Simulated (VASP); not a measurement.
Wanted: the native input for a VASP 6.6.1 run.

| Quantity | Value |
| --- | --- |
| Task | single point |
| Functional | PBE |
| Potentials or basis | VASP PAW PBE potentials, release 64 (Be, Te) |
| Cutoff | 600 eV |
| k mesh | 6 × 6 × 6 |
| Occupations | gaussian, width 0.1 eV |
| Spin | no spin polarisation |
| Dipole correction | no |
| Further INCAR settings | ALGO = Normal; EDIFF = 1e-06; NBANDS = 11 |

The structure of BeTe (a) lies in POSCAR:

```
BeTe
1.0
    0.0000000000      2.8314587900      2.8314587900
    2.8314587900      0.0000000000      2.8314587900
    2.8314587900      2.8314587900      0.0000000000
Be Te
1 1
Direct
    0.0000000000      0.0000000000      0.0000000000
    0.2500000000      0.2500000000      0.2500000000
```

The input as run:

INCAR

```
SYSTEM = BeTe
ALGO = Normal ; EDIFF = 1E-6
ENCUT = 600 ; GGA = PE
GGA_COMPAT = .FALSE. ; ISIF = 2
ISMEAR = 0 ; LASPH = .TRUE.
LCHARG = .FALSE. ; LREAL = .FALSE.
LWAVE = .FALSE. ; NBANDS = 11
NELM = 120 ; PREC = Accurate
SIGMA = 0.1
```

KPOINTS

```
k-points
0
G
  6 6 6
  0 0 0
```

Potentials or basis: VASP PAW PBE potentials, release 64 (Be, Te).

Launch:

```console
$ cat potpaw_PBE.64/Be/POTCAR potpaw_PBE.64/Te/POTCAR > POTCAR
$ mpirun -np 1 vasp_std > vasp.out
```

Results of the run:

| Quantity | Value |
| --- | --- |
| Pressure | 0.2 GPa |
| Band gap on the k mesh | 2.01 eV, indirect (least direct gap 3.62 eV) |

Caveat: spin-orbit coupling is left out, which moves the levels of the heavy elements.

Wall time 18 s on 1 thread of AMD EPYC 7R13 (shared host), peak memory 0.15 GiB.
